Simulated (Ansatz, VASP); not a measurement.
FeGe in VASP and in Ansatz

The input INCAR:

```
  PREC = Accurate
  ENCUT = 520
  EDIFF = 1E-6
  ISMEAR = -1
  SIGMA = 0.05
  LREAL = False
  LASPH = True
  NELM = 150
  ALGO = Normal
  ISIF = 2
  LWAVE = False
  LCHARG = False
  ISPIN = 2
  MAGMOM = 0 0 0 3 3 3
  LORBIT = 11
  LMAXMIX = 4
  GGA = PS
  NBANDS = 46
```

KPOINTS

```
Automatic mesh
0
Gamma
  6 6 7
```

File POSCAR:

```
FeGe
1.0
    4.8955818250      0.0000000000      0.0000000000
   -2.4477909125      4.2396982268      0.0000000000
    0.0000000000      0.0000000000      4.0317426452
Ge Fe
3 3
Direct
    0.6666666667      0.3333333333      0.5000000000
    0.3333333333      0.6666666667      0.5000000000
    0.0000000000      0.0000000000      0.0000000000
    0.0000000000      0.5000000000      0.0000000000
    0.5000000000      0.5000000000      0.0000000000
    0.5000000000      0.0000000000      0.0000000000
```

File input.yaml:

```yaml
crystal:
  lattice:
    - [4.895581825, 0.0, 0.0]
    - [-2.4477909125, 4.2396982268, 0.0]
    - [0.0, 0.0, 4.0317426452]
  atoms:
    - { symbol: Ge, position: [0.6666666667, 0.3333333333, 0.5] }
    - { symbol: Ge, position: [0.3333333333, 0.6666666667, 0.5] }
    - { symbol: Ge, position: [0.0, 0.0, 0.0] }
    - { symbol: Fe, position: [0.0, 0.5, 0.0], spin: 3.0 }
    - { symbol: Fe, position: [0.5, 0.5, 0.0], spin: 3.0 }
    - { symbol: Fe, position: [0.5, 0.0, 0.0], spin: 3.0 }
kpoints:
  mp_grid: { grid: [6, 6, 7] }
scf:
  occupations: { method: fermi_dirac, width: 0.05 }
hamiltonian:
  xc: pbesol
  pseudopotentials: { kind: all_electron, lapw: { basis_error: 0.001 } }
magnetization:
  spin_polarized: true
output:
  forces: true
  stress: true
  eigenvalues: true
```

Change from the starting cell: volume scaled by 0.94.

Alike in both runs: task single point; functional PBEsol; k mesh 6 × 6 × 7; occupations fermi-dirac, width 0.05 eV; collinear spin.

|  | VASP | Ansatz |
| --- | --- | --- |
| version | VASP 6.6.1 | Ansatz 0.2.0 |
| potentials or method | VASP PAW PBE potentials, release 64 (Ge_d, Fe), cutoff 520 eV | all-electron LAPW, scalar-relativistic |

```tsv
	VASP	Ansatz	Ansatz less VASP
gap on the k mesh at the Fermi level (eV)	none	none	-
pressure (GPa)	-1.5	-1.6	-0.12
traceless stress, the component that is largest in VASP (GPa)	-1.67	-1.61	+0.061
net moment per atom (μB)	0.67	0.67	+0.002
size of the moment on the site where the two differ most (μB)	1.40	1.42	+0.023
```

VASP's potentials were made for PBE, not for PBEsol. Site moments also hang on the region over which each program counts them. A gap of «none» marks a metal or a gap that the smearing closes. Ansatz ran all-electron here, and VASP with PAW potentials.
